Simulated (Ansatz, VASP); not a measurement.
Two plane-wave programs on Si3Sn

The input INCAR:

```
PREC     = Accurate       # precision mode
ENCUT    = 500            # plane-wave cutoff, eV
EDIFF    = 1E-6           # SCF threshold, eV
ISMEAR   = -1             # smearing method
SIGMA    = 0.02           # smearing width, eV
LREAL    = F              # projectors in reciprocal space
LASPH    = T              # aspherical terms in the spheres
NELM     = 120            # most SCF steps
ALGO     = Normal         # electronic algorithm
ISIF     = 2              # what is computed and relaxed
LWAVE    = F              # write WAVECAR
LCHARG   = F              # write CHGCAR
GGA      = PE             # functional
NBANDS   = 21             # bands
GGA_COMPAT= F
```

File KPOINTS:

```
regular mesh
0
Gamma
  6 6 4
```

File POSCAR:

```
Si3Sn
1.0
    4.0977997297      0.0000000000      0.0000000000
    0.0000000000      4.0977997297      0.0000000000
    0.0000000000      0.0000000000      5.6800969741
Si Sn
3 1
Direct
    0.5000000000      0.0000000000      0.7744596749
    0.5000000000      0.5000000000      0.0000000000
    0.0000000000      0.5000000000      0.2255403251
    0.0000000000      0.0000000000      0.5000000000
```

Input for Ansatz:

```yaml
crystal:
  lattice:
    - [4.0977997297, 0.0, 0.0]
    - [0.0, 4.0977997297, 0.0]
    - [0.0, 0.0, 5.6800969741]
  atoms:
    - { symbol: Si, position: [0.5, 0.0, 0.7744596749] }
    - { symbol: Si, position: [0.5, 0.5, 0.0] }
    - { symbol: Si, position: [0.0, 0.5, 0.2255403251] }
    - { symbol: Sn, position: [0.0, 0.0, 0.5] }
kpoints:
  mp_grid: { grid: [6, 6, 4] }
  band_path:
    path:
      - [0.0, 0.0, 0.0]
      - [0.0, 0.5, 0.0]
      - [0.5, 0.5, 0.0]
      - [0.0, 0.0, 0.5]
      - [0.0, 0.5, 0.5]
      - [0.5, 0.5, 0.5]
    npoints: 1
hamiltonian:
  xc: pbe
scf:
  occupations: { method: fermi_dirac, width: 0.02 }
  n_extra_bands: 5
output:
  forces: true
  stress: true
  eigenvalues: true
```

Change from the starting cell: epitaxial_xy strain +1.5%.

Alike in both runs: task single point; functional PBE; k mesh 6 × 6 × 4; occupations fermi-dirac, width 0.02 eV; no spin polarisation.

|  | VASP | Ansatz |
| --- | --- | --- |
| version | VASP 6.6.1 | Ansatz 0.2.0 |
| potentials or method | VASP PAW PBE potentials, release 64 (Si, Sn_d) | plane waves, PAW |
| plane-wave cutoff (eV) | 500 | 420 |
| valence electrons in the cell | 26 | 26 |

```tsv
	VASP	Ansatz	Ansatz less VASP
pressure (GPa)	0.1	0.1	+0.09
traceless stress, the component that is largest in VASP (GPa)	1.19	1.19	-0.004
rms of the force components (eV/Å)	0.035	0.037	+0.0014
```

Atom by atom the forces differ by 0.001 eV/Å (rms over components).
